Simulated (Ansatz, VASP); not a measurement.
C: VASP beside Ansatz

INCAR

```
SYSTEM = C
PREC = Accurate
ENCUT = 520
EDIFF = 1E-6
ISMEAR = 0
SIGMA = 0.05
LREAL = .False.
LASPH = .True.
NELM = 100
ALGO = Normal
ISIF = 2
LWAVE = .False.
LCHARG = .False.
GGA = PE
IVDW = 12
NBANDS = 11
```

File KPOINTS:

```
regular mesh
0
Gamma
  15 15 15
  0 0 0
```

File POSCAR:

```
C
1.0
    1.2626367005      0.7289836389      3.1660346996
   -1.2626367005      0.7289836389      3.1660346996
    0.0000000000     -1.4579672778      3.1660346996
C
2
Direct
    0.1640000000      0.1640000000      0.1640000000
    0.8360000000      0.8360000000      0.8360000000
```

Input for Ansatz:

```yaml
crystal:
  lattice:
    - [1.2626367005, 0.7289836389, 3.1660346996]
    - [-1.2626367005, 0.7289836389, 3.1660346996]
    - [0.0, -1.4579672778, 3.1660346996]
  atoms:
    - { symbol: C, position: [0.164, 0.164, 0.164] }
    - { symbol: C, position: [0.836, 0.836, 0.836] }
basis:
  ecutwfc: 420
kpoints:
  mp_grid: { grid: [15, 15, 15] }
hamiltonian:
  xc: pbe
  dispersion: d3bj
scf:
  occupations: { method: gaussian, width: 0.05 }
output:
  forces: true
  stress: true
  eigenvalues: true
```

Alike in both runs: task single point; functional PBE; dispersion D3(BJ); k mesh 15 × 15 × 15; occupations gaussian, width 0.05 eV; no spin polarisation.

|  | VASP | Ansatz |
| --- | --- | --- |
| version | VASP 6.6.1 | Ansatz 0.2.0 |
| potentials or method | VASP PAW PBE potentials, release 64 (C), cutoff 520 eV | scalar-relativistic, plane waves, PAW |
| valence electrons in the cell | 8 | 8 |

|  | VASP | Ansatz | Ansatz less VASP |
| --- | --- | --- | --- |
| gap on the k mesh at the Fermi level (eV) | 0.83 | 0.83 | 0.000 |
| least direct gap on the mesh (eV) | 0.91 | 0.91 | +0.001 |
| pressure (GPa) | -18.8 | -19.2 | -0.42 |
| traceless stress, the component that is largest in VASP (GPa) | 21.23 | 21.70 | +0.469 |
| rms of the force components (eV/Å) | 0.450 | 0.452 | +0.0020 |

Atom by atom the forces differ by 0.002 eV/Å (rms over components).
